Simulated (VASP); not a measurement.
Input of a VASP 6.6.1 run:

The input INCAR:

```
SYSTEM = CoSn
ALGO = Fast ; EDIFF = 1E-7
ENCUT = 520 ; GGA = PE
ISIF = 2 ; ISMEAR = 0
LASPH = .True. ; LCHARG = .False.
LREAL = .False. ; LWAVE = .False.
NBANDS = 44 ; NELM = 80
PREC = Accurate ; SIGMA = 0.1
```

KPOINTS

```
k-points
0
Gamma
  12 12 10
  0 0 0
```

POSCAR

```
CoSn
1.0
    5.2951993327      0.0000000000      0.0000000000
   -2.6475996664      4.5857771403      0.0000000000
    0.0000000000      0.0000000000      4.2327295599
Co Sn
3 3
Direct
    0.0000000000      0.5000000000      0.0000000000
    0.5000000000      0.5000000000      0.0000000000
    0.5000000000      0.0000000000      0.0000000000
    0.6666666667      0.3333333333      0.5000000000
    0.3333333333      0.6666666667      0.5000000000
    0.0000000000      0.0000000000      0.0000000000
```

Potentials or basis: VASP PAW PBE potentials, release 64 (Co, Sn_d).

Command:

```console
$ cat potpaw_PBE.64/Co/POTCAR potpaw_PBE.64/Sn_d/POTCAR > POTCAR
$ mpirun -np 1 vasp_std > vasp.out
```

Problem. What does it give for the pressure?

Solution. -0.1 GPa.

Problem. Predict the band gap on the k mesh.

Solution. Zero (an odd number of electrons rules out a gap without spin polarisation).

Stress tensor (GPa, compression positive):
```
-0.03  0.00  0.00
 0.00 -0.03  0.00
 0.00  0.00 -0.14
```

Caveat: spin-orbit coupling is left out, which moves the levels of the heavy elements; the run has no spin polarisation, though such a crystal can be magnetic. Spin polarisation is off, so any magnetic state and its effect on volume and gap are missing.
